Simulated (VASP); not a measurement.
Input of a VASP 6.6.1 run:

File INCAR:

```
ALGO = Normal
DIPOL = 0.5 0.5 0.479
EDIFF = 1E-6
ENCUT = 520
GGA = PS
IDIPOL = 3
ISIF = 2
ISMEAR = 0
ISPIN = 2
LASPH = T
LCHARG = F
LDIPOL = T
LORBIT = 11
LREAL = F
LWAVE = F
MAGMOM = 0 0 0 0 0 0 0 0 0 0 1 0
NBANDS = 38
NELM = 150
PREC = Accurate
SIGMA = 0.05
```

Contents of KPOINTS:

```
k-points
0
Gamma
  11 11 1
```

The input POSCAR:

```
HC11
1.0
    2.5129226041      0.0000000000      0.0000000000
    0.0000000000      2.5129226041      0.0000000000
    0.0000000000      0.0000000000     28.0960707628
C H
11 1
Direct
    0.0000000000      0.5000000000      0.3025334066
    0.0000000000      0.0000000000      0.3341553481
    0.5000000000      0.0000000000      0.3657772896
    0.5000000000      0.5000000000      0.3973992312
    0.0000000000      0.5000000000      0.4290211728
    0.0000000000      0.0000000000      0.4606180153
    0.5000000000      0.0000000000      0.4923234154
    0.5000000000      0.5000000000      0.5237627044
    0.0000000000      0.5000000000      0.5560932865
    0.0000000000      0.0000000000      0.5862704829
    0.0000000000      0.0000000000      0.6327227437
    0.0000000000      0.0000000000      0.6708276120
```

Potentials or basis: VASP PAW PBE potentials, release 64 (C, H).

Launch:

```sh
$ cat potpaw_PBE.64/C/POTCAR potpaw_PBE.64/H/POTCAR > POTCAR
$ mpirun -np 1 vasp_std > vasp.out
```

Q: What does it give for the largest force?

A: 2.313 eV/Å.

Q: What does it give for the net moment?

A: 0.00 μB per cell.

Forces in eV/Å, atoms in the order of the input:
```
C    0.000  0.000  2.113
C    0.000  0.000 -2.313
C    0.000  0.000  0.224
C    0.000  0.000 -0.112
C    0.000  0.000  0.035
C    0.000  0.000  0.002
C    0.000  0.000  0.000
C    0.000  0.000  0.008
C    0.000  0.000 -0.010
C    0.000  0.000 -0.011
C    0.000  0.000  0.068
H    0.000  0.000 -0.004
```

Caveat: the PAW data sets were made with another functional, which shifts forces and pressure a little.
